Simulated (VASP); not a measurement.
Crystal: Ta.

```
Ta
1.0
    -1.65336    1.65336    1.65336
     1.65336   -1.65336    1.65336
     1.65336    1.65336   -1.65336
Ta
1
Direct
  0.00000 0.00000 0.00000
```

Base run:

| Quantity | Value |
| --- | --- |
| Program | VASP 6.6.1 |
| Functional | r2SCAN |
| Potentials or basis | VASP PAW PBE potentials, release 64 (Ta_pv) |
| Cutoff | 520 eV |
| k mesh | 8 × 8 × 8 |
| Occupations | fermi-dirac, width 0.1 eV |
| Spin | no spin polarisation |

Its results: pressure -1.3 GPa.

Task: The run is repeated on the same cell with these changes: k mesh from 8 × 8 × 8 to 19 × 19 × 19. What comes out?

Result: Pressure 0.6 GPa.

Caveats: the PAW data sets were made with another functional, which shifts forces and pressure a little.
